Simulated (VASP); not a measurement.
# Cu (I4/mmm) in VASP: further runs, part 2 of 2

VASP 6.6.1. The steps go on from the part before.

### Step 5. Single point, PBEsol

This run uses another cell than the first one, of 11.74 Å³/atom.

Input file INCAR:

```
SYSTEM = Cu
PREC = Accurate
ENCUT = 520
EDIFF = 1E-6
ISMEAR = -1
SIGMA = 0.05
LREAL = .False.
LASPH = .True.
NELM = 80
ALGO = Normal
ISIF = 2
LWAVE = .False.
LCHARG = .False.
GGA = PS
NBANDS = 12
```

Input file KPOINTS:

```
regular mesh
0
Gamma
  14 14 14
  0 0 0
```

Input file POSCAR:

```
Cu
1.0
   -1.4547174498      1.4547174498      1.3874540860
    1.4547174498     -1.4547174498      1.3874540860
    1.4547174498      1.4547174498     -1.3874540860
Cu
1
Direct
    0.0000000000      0.0000000000      0.0000000000
```

Potentials or basis: VASP PAW PBE potentials, release 64 (Cu).

Command:

```
$ cat potpaw_PBE.64/Cu/POTCAR > POTCAR
$ mpirun -np 1 vasp_std > vasp.out
```

OUTCAR:

```text
SYSTEM = Cu
   PREC = Accurate
   ENCUT = 520
   EDIFF = 1E-6
   ISMEAR = -1
   LREAL = .False.
   LASPH = .True.
   NELM = 80
   ISIF = 2
   GGA = PS

 ion  position               nearest neighbor table
   1  0.000  0.000  0.000-

  LATTYP: Found a body centered tetragonal cell.
 ALAT       =     2.9094348996
 C/A-ratio  =     0.9537619049

  Lattice vectors:

 A1 = (  -1.4547174498,   1.4547174498,   1.3874540860)
 A2 = (   1.4547174498,  -1.4547174498,   1.3874540860)
 A3 = (   1.4547174498,   1.4547174498,  -1.3874540860)

Analysis of symmetry for initial positions (statically):
=====================================================================
 Subroutine PRICEL returns:
 Original cell was already a primitive cell.

 Routine SETGRP: Setting up the symmetry group for a
 body centered tetragonal supercell.

 Subroutine GETGRP returns: Found 16 space group operations
 (whereof 16 operations were pure point group operations)
 out of a pool of 16 trial point group operations.

The static configuration has the point symmetry D_4h.

Analysis of symmetry for dynamics (positions and initial velocities):
=====================================================================
 Subroutine PRICEL returns:
 Original cell was already a primitive cell.

 Routine SETGRP: Setting up the symmetry group for a
 body centered tetragonal supercell.

 Subroutine GETGRP returns: Found 16 space group operations
 (whereof 16 operations were pure point group operations)
 out of a pool of 16 trial point group operations.

The dynamic configuration has the point symmetry D_4h.

 Subroutine INISYM returns: Found 16 space group operations
 (whereof 16 operations are pure point group operations),
 and found     1 'primitive' translations

----------------------------------------------------------------------------------------

                                     Primitive cell

[... 112 lines left out ...]
   LORBIT       =      0    0 simple, 1 ext, 2 COOP (PROOUT), +10 PAW based schemes
   GGA     = PS    functional components
   LHFCALC =     F    Hartree Fock is set to
   AEXX    =    0.0000 exact exchange contribution
   IVDW    =     0    specifies the selected vdW correction
   LEPSILON=     F    determine dielectric tensor
   LRPA    =     F    only Hartree local field effects (RPA)
 non-spin polarized calculation
  energy-cutoff  :      520.00
  volume of cell :       11.74
 maximum number of plane-waves:       334
   NGX =  9   NGY =  9   NGZ =  9

 number of electron      10.9999990 magnetization

 Free energy of the ion-electron system (eV)
  ---------------------------------------------------
  ext. energy  EPLUGINS =         0.00000000
  ---------------------------------------------------
  free energy    TOTEN  =        -4.26128168 eV

  energy without entropy =       -4.25691455  energy(sigma->0) =       -4.25909812

 E-fermi :   7.4684     XC(G=0): -12.9423

 val. band max:        7.4652257317   @ k =   0.2143   0.1429   0.1429
 cond. band min:       7.4798822165   @ k =   0.5000   0.1429   0.0714
 fundamental gap:      0.0146564848
 Fermi energy:         7.4684015414

 k-point     1 :       0.0000    0.0000    0.0000
  band No.  band energies     occupation
      1      -1.9563      2.00000
      2       4.2217      2.00000
      3       4.4095      2.00000
      4       4.4095      2.00000
      5       5.2583      2.00000
      6       5.4622      2.00000
      7      32.0778      0.00000
      8      32.0778      0.00000
      9      33.3179      0.00000
     10      35.7893      0.00000
     11      35.7893      0.00000
     12      36.0119      0.00000
[... 331 lines left out ...]
 k-point    24 :       0.2857    0.1429    0.0000
  band No.  band energies     occupation
      1       2.3178      2.00000
      2       3.7261      2.00000
      3       4.2647      2.00000
      4       5.2369      2.00000
      5       5.6240      2.00000
      6       6.5145      2.00000
      7      16.4574      0.00000
      8      20.9875      0.00000
      9      25.1025      0.00000
     10      31.1285      0.00000
     11      35.2606      0.00000
     12      36.8304      0.00000

 [... further k-points ...]

------------------------ aborting loop because EDIFF is reached ----------------------------------------

  FORCE on cell =-STRESS in cart. coord.  units (eV):
  Direction    XX          YY          ZZ          XY          YZ          ZX
  --------------------------------------------------------------------------------------
  -------------------------------------------------------------------------------------
  Total       -0.3066800     -0.3066800     -0.3501776      0.0000000     -0.0000000      0.0000000
  in kB      -41.8369592    -41.8369592    -47.7708624      0.0000000     -0.0000000      0.0000000
  external PRESSURE =     -43.8149269 kB  Pullay stress =       0.0000000 kB

 VOLUME and BASIS-vectors are now :
 -----------------------------------------------------------------------------
  energy-cutoff  :      520.00
  volume of cell :       11.74
      direct lattice vectors                 reciprocal lattice vectors
    -1.454717450  1.454717450  1.387454086     0.000000000  0.343709357  0.360372286
     1.454717450 -1.454717450  1.387454086     0.343709357  0.000000000  0.360372286
     1.454717450  1.454717450 -1.387454086     0.343709357  0.343709357  0.000000000

 POSITION                                       TOTAL-FORCE (eV/Angst)
 -----------------------------------------------------------------------------------
      0.00000      0.00000      0.00000         0.000000     -0.000000     -0.000000
 -----------------------------------------------------------------------------------
    total drift:                                0.000000     -0.000000      0.000000

  FREE ENERGIE OF THE ION-ELECTRON SYSTEM (eV)
  ---------------------------------------------------
  free  energy   TOTEN  =        -4.2612816836 eV

  energy  without entropy=       -4.2569145491  energy(sigma->0) =       -4.25909812
```

Wall time 28 s (1 thread of Intel Xeon Platinum 8488C (Sapphire Rapids), shared host); peak memory 0.14 GiB.

What came out:

```
Free energy            : -4.2613 eV
Pressure               : -4.4 GPa
Band gap on the k mesh : zero (an odd number of electrons rules out a gap without spin polarisation)
```

Levels at points of the mesh, in eV from the Fermi level:
| k point | band 4 | band 5 | band 6 | band 7 | band 8 | band 9 |
| --- | --- | --- | --- | --- | --- | --- |
| (0.00, 0.00, 0.00) | -3.06 | -2.21 | -2.01 | 24.61 | 24.61 | 25.85 |
| (0.50, 0.00, 0.00) | -1.91 | -1.36 | -0.51 | 4.54 | 17.12 | 17.13 |
| (0.50, 0.50, 0.00) | -2.04 | -1.39 | -0.87 | 4.02 | 18.37 | 18.52 |
| (0.50, 0.50, 0.50) | -1.55 | -1.50 | 7.59 | 7.59 | 9.40 | 13.16 |

Caveat: the cell stands under tension; the PAW data sets were made with another functional, which shifts forces and pressure a little.

### Step 6. Single point, PBEsol

This run uses another cell than the first one, of 12.03 Å³/atom.

Input file INCAR:

```
PREC     = Accurate       # precision mode
ENCUT    = 520            # plane-wave cutoff, eV
EDIFF    = 1E-7           # SCF threshold, eV
ISMEAR   = -1             # smearing method
SIGMA    = 0.05           # smearing width, eV
LREAL    = F              # projectors in reciprocal space
LASPH    = T              # aspherical terms in the spheres
NELM     = 100            # most SCF steps
ALGO     = Normal         # electronic algorithm
ISIF     = 2              # what is computed and relaxed
LWAVE    = F              # write WAVECAR
LCHARG   = T              # write CHGCAR
GGA      = PS             # functional
LELF     = T              # ELF
LVHAR    = T            
NBANDS   = 12             # bands
```

Input file KPOINTS:

```
Automatic mesh
0
Gamma
  14 14 14
```

Input file POSCAR:

```
Cu
1.0
   -1.4664495488      1.4664495488      1.3986437151
    1.4664495488     -1.4664495488      1.3986437151
    1.4664495488      1.4664495488     -1.3986437151
Cu
1
Direct
    0.0000000000      0.0000000000      0.0000000000
```

Potentials or basis: VASP PAW PBE potentials, release 64 (Cu).

Command:

```
$ cat potpaw_PBE.64/Cu/POTCAR > POTCAR
$ mpirun -np 1 vasp_std > vasp.out
```

OUTCAR:

```text
PREC = Accurate
   ENCUT = 520
   EDIFF = 1E-7
   ISMEAR = -1
   LREAL = F
   LASPH = T
   NELM = 100
   ISIF = 2
   GGA = PS

 ion  position               nearest neighbor table
   1  0.000  0.000  0.000-

  LATTYP: Found a body centered tetragonal cell.
 ALAT       =     2.9328990976
 C/A-ratio  =     0.9537619049

  Lattice vectors:

 A1 = (  -1.4664495488,   1.4664495488,   1.3986437151)
 A2 = (   1.4664495488,  -1.4664495488,   1.3986437151)
 A3 = (   1.4664495488,   1.4664495488,  -1.3986437151)

Analysis of symmetry for initial positions (statically):
=====================================================================
 Subroutine PRICEL returns:
 Original cell was already a primitive cell.

 Routine SETGRP: Setting up the symmetry group for a
 body centered tetragonal supercell.

 Subroutine GETGRP returns: Found 16 space group operations
 (whereof 16 operations were pure point group operations)
 out of a pool of 16 trial point group operations.

The static configuration has the point symmetry D_4h.

Analysis of symmetry for dynamics (positions and initial velocities):
=====================================================================
 Subroutine PRICEL returns:
 Original cell was already a primitive cell.

 Routine SETGRP: Setting up the symmetry group for a
 body centered tetragonal supercell.

 Subroutine GETGRP returns: Found 16 space group operations
 (whereof 16 operations were pure point group operations)
 out of a pool of 16 trial point group operations.

The dynamic configuration has the point symmetry D_4h.

 Subroutine INISYM returns: Found 16 space group operations
 (whereof 16 operations are pure point group operations),
 and found     1 'primitive' translations

----------------------------------------------------------------------------------------

                                     Primitive cell

  volume of cell :      12.0310

  direct lattice vectors                    reciprocal lattice vectors
    -1.466449549  1.466449549  1.398643715     0.000000000  0.340959565  0.357489184
     1.466449549 -1.466449549  1.398643715     0.340959565  0.000000000  0.357489184
     1.466449549  1.466449549 -1.398643715     0.340959565  0.340959565  0.000000000

  length of vectors
     2.501430151  2.501430151  2.501430151     0.494016135  0.494016135  0.482189641

  position of ions in fractional coordinates (direct lattice)
     0.000000000  0.000000000  0.000000000

  ion indices of the primitive-cell ions
   primitive index   ion index
                 1           1

----------------------------------------------------------------------------------------

 KPOINTS: Automatic mesh

Automatic generation of k-mesh.
 Grid dimensions read from file:
 generate k-points for:   14   14   14

 Generating k-lattice:

  Cartesian coordinates                     Fractional coordinates (reciprocal lattice)
     0.000000000  0.024354255  0.025534942     0.071428571  0.000000000  0.000000000
     0.024354255  0.000000000  0.025534942     0.000000000  0.071428571  0.000000000
     0.024354255  0.024354255  0.000000000     0.000000000  0.000000000  0.071428571

  Length of vectors
     0.035286867  0.035286867  0.034442117

  Shift w.r.t. Gamma in fractional coordinates (k-lattice)
     0.000000000  0.000000000  0.000000000

 Subroutine IBZKPT returns following result:
 ===========================================

 Found    244 irreducible k-points:

 Following reciprocal coordinates:
            Coordinates               Weight
  0.000000  0.000000  0.000000      1.000000
  0.071429  0.000000  0.000000      8.000000
  0.142857 -0.000000  0.000000      8.000000
  0.214286 -0.000000  0.000000      8.000000
  0.285714  0.000000  0.000000      8.000000
  0.357143 -0.000000  0.000000      8.000000
[... 16 lines left out ...]
  0.214286  0.142857  0.000000     16.000000
  0.285714  0.142857  0.000000     16.000000
 [... further k-points ...]
   k-points           NKPTS =    244   k-points in BZ     NKDIM =    244   number of bands    NBANDS=     12
   number of dos      NEDOS =    301   number of ions     NIONS =      1
   total plane-waves  NPLWV =   8000
   dimension x,y,z NGX =    20 NGY =   20 NGZ =   20
   dimension x,y,z NGXF=    40 NGYF=   40 NGZF=   40
   ions per type =               1
   NGX,Y,Z   is equivalent  to a cutoff of  13.29, 13.29, 13.29 a.u.
   NGXF,Y,Z  is equivalent  to a cutoff of  26.58, 26.58, 26.58 a.u.
 SYSTEM =  unknown system
   PREC   = accura    normal or accurate (medium, high low for compatibility)
   ISTART =      0    job   : 0-new  1-cont  2-samecut
   ICHARG =      2    charge: 1-file 2-atom 10-const
   ISPIN  =      1    spin polarized calculation?
   LNONCOLLINEAR =      F non collinear calculations
   LSORBIT =      F    spin-orbit coupling
   LASPH  =      T    aspherical Exc in radial PAW
   ENCUT  =  520.0 eV  38.22 Ry    6.18 a.u.   4.65  4.65  4.65*2*pi/ulx,y,z
   NELM   =    100;   NELMIN=  2; NELMDL= -5     # of ELM steps
   EDIFF  = 0.1E-06   stopping-criterion for ELM
   LREAL  =      F    real-space projection
   EDIFFG = 0.1E-05   stopping-criterion for IOM
   NSW    =      0    number of steps for IOM
   IBRION =     -1    ionic relax: 0-MD 1-quasi-New 2-CG
   NFREE  =      0    steps in history (QN), initial steepest desc. (CG)
   ISIF   =      2    stress and relaxation
   ISYM   =      2    0-nonsym 1-usesym 2-fastsym
   POTIM  = 0.5000    time-step for ionic-motion
   TEBEG  =    0.0;   TEEND  =   0.0 temperature during run
   PSTRESS=    0.0 pullay stress
   NELECT =      11.0000    total number of electrons
   NUPDOWN=      -1.0000    fix difference up-down
   EMIN   =  10.00;   EMAX   =-10.00  energy-range for DOS
   EFERMI =   0.00;   METHOD = LEGACY
   ISMEAR =    -1;   SIGMA  =   0.05  broadening in eV -4-tet -1-fermi 0-gaus
   EFERMI_NEDOS =   21; number of points for ismear=-14 and -15
   IALGO  =     38    algorithm
   IMIX   =      4    mixing-type and parameters
     AMIX     =   0.40;   BMIX     =  1.00
     AMIX_MAG =   1.60;   BMIX_MAG =  1.00
  volume/ion in A,a.u.               =      12.03        81.19
  Fermi-wavevector in a.u.,A,eV,Ry     =   1.588932  3.002646 34.350690  2.524705
  Thomas-Fermi vector in A             =   2.687859
   LORBIT       =      0    0 simple, 1 ext, 2 COOP (PROOUT), +10 PAW based schemes
   GGA     = PS    functional components
   LHFCALC =     F    Hartree Fock is set to
   AEXX    =    0.0000 exact exchange contribution
   IVDW    =     0    specifies the selected vdW correction
   LEPSILON=     F    determine dielectric tensor
   LRPA    =     F    only Hartree local field effects (RPA)
 non-spin polarized calculation
  energy-cutoff  :      520.00
  volume of cell :       12.03
 maximum number of plane-waves:       338
   NGX =  9   NGY =  9   NGZ =  9

 number of electron      10.9999995 magnetization

 Free energy of the ion-electron system (eV)
  ---------------------------------------------------
  ext. energy  EPLUGINS =         0.00000000
  ---------------------------------------------------
  free energy    TOTEN  =        -4.25068493 eV

  energy without entropy =       -4.24620352  energy(sigma->0) =       -4.24844422

 E-fermi :   7.1665     XC(G=0): -12.8020

 val. band max:        7.1552973214   @ k =   0.2143   0.1429   0.1429
 cond. band min:       7.1738283228   @ k =   0.5000   0.1429   0.0714
 fundamental gap:      0.0185310014
 Fermi energy:         7.1664934815

 k-point     1 :       0.0000    0.0000    0.0000
  band No.  band energies     occupation
      1      -2.0686      2.00000
      2       4.0062      2.00000
      3       4.1873      2.00000
      4       4.1873      2.00000
      5       5.0071      2.00000
      6       5.2033      2.00000
      7      31.5404      0.00000
      8      31.5404      0.00000
      9      32.7760      0.00000
     10      34.9570      0.00000
     11      34.9570      0.00000
     12      35.3479      0.00000
[... 331 lines left out ...]
 k-point    24 :       0.2857    0.1429    0.0000
  band No.  band energies     occupation
      1       2.1513      2.00000
      2       3.5303      2.00000
      3       4.0530      2.00000
      4       4.9861      2.00000
      5       5.3581      2.00000
      6       6.2284      2.00000
      7      16.0010      0.00000
      8      20.4792      0.00000
      9      24.5356      0.00000
     10      30.5238      0.00000
     11      34.5551      0.00000
     12      36.0885      0.00000

 [... further k-points ...]

------------------------ aborting loop because EDIFF is reached ----------------------------------------

  FORCE on cell =-STRESS in cart. coord.  units (eV):
  Direction    XX          YY          ZZ          XY          YZ          ZX
  --------------------------------------------------------------------------------------
  -------------------------------------------------------------------------------------
  Total       -0.5539450     -0.5539450     -0.5988462      0.0000000      0.0000000     -0.0000000
  in kB      -73.7693351    -73.7693351    -79.7488745      0.0000000      0.0000000     -0.0000000
  external PRESSURE =     -75.7625149 kB  Pullay stress =       0.0000000 kB

 VOLUME and BASIS-vectors are now :
 -----------------------------------------------------------------------------
  energy-cutoff  :      520.00
  volume of cell :       12.03
      direct lattice vectors                 reciprocal lattice vectors
    -1.466449549  1.466449549  1.398643715     0.000000000  0.340959565  0.357489184
     1.466449549 -1.466449549  1.398643715     0.340959565  0.000000000  0.357489184
     1.466449549  1.466449549 -1.398643715     0.340959565  0.340959565  0.000000000

 POSITION                                       TOTAL-FORCE (eV/Angst)
 -----------------------------------------------------------------------------------
      0.00000      0.00000      0.00000         0.000000     -0.000000     -0.000000
 -----------------------------------------------------------------------------------
    total drift:                                0.000000      0.000000      0.000000

  FREE ENERGIE OF THE ION-ELECTRON SYSTEM (eV)
  ---------------------------------------------------
  free  energy   TOTEN  =        -4.2506849282 eV

  energy  without entropy=       -4.2462035201  energy(sigma->0) =       -4.24844422
```

It took 27 s on 1 thread of Intel Xeon Platinum 8488C (Sapphire Rapids), shared host; peak memory 0.15 GiB.

Results:

| Item | Value |
| --- | --- |
| Free energy | -4.2507 eV |
| Pressure | -7.6 GPa |
| Band gap on the k mesh | zero (an odd number of electrons rules out a gap without spin polarisation) |

Stress tensor (GPa, compression positive):
```
-7.38  0.00  0.00
 0.00 -7.38  0.00
 0.00  0.00 -7.97
```

Caveat: the cell stands under tension; the PAW data sets were made with another functional, which shifts forces and pressure a little.

### Step 7. Overview

```csv
cell,gap on the mesh (eV),pressure (GPa)
"a = 2.376 Å, angles 108.2, 108.2, 112.0°, 1 atom",none,21.1
"a = 2.398 Å, angles 108.2, 108.2, 112.0°, 1 atom",none,14.3
"a = 2.440 Å, angles 108.2, 108.2, 112.0°, 1 atom",none,3.6
"a = 2.481 Å, angles 108.2, 108.2, 112.0°, 1 atom",none,-4.4
"a = 2.501 Å, angles 108.2, 108.2, 112.0°, 1 atom",none,-7.6
```

Alike in all rows: task single point; level PBEsol; potentials or basis VASP PAW PBE potentials, release 64 (Cu); no spin polarisation; k mesh 14 × 14 × 14; cutoff (eV) 520; smearing fermi-dirac 0.05 eV.

Caveats: the PAW data sets were made with another functional, which shifts forces and pressure a little; the cell stands under pressure (at least some runs); the cell stands under tension (at least some runs).

Absolute energies hang on the potentials; compare differences alone.

The gap in the log of VASP goes by the Fermi energy; the results here count the filled bands.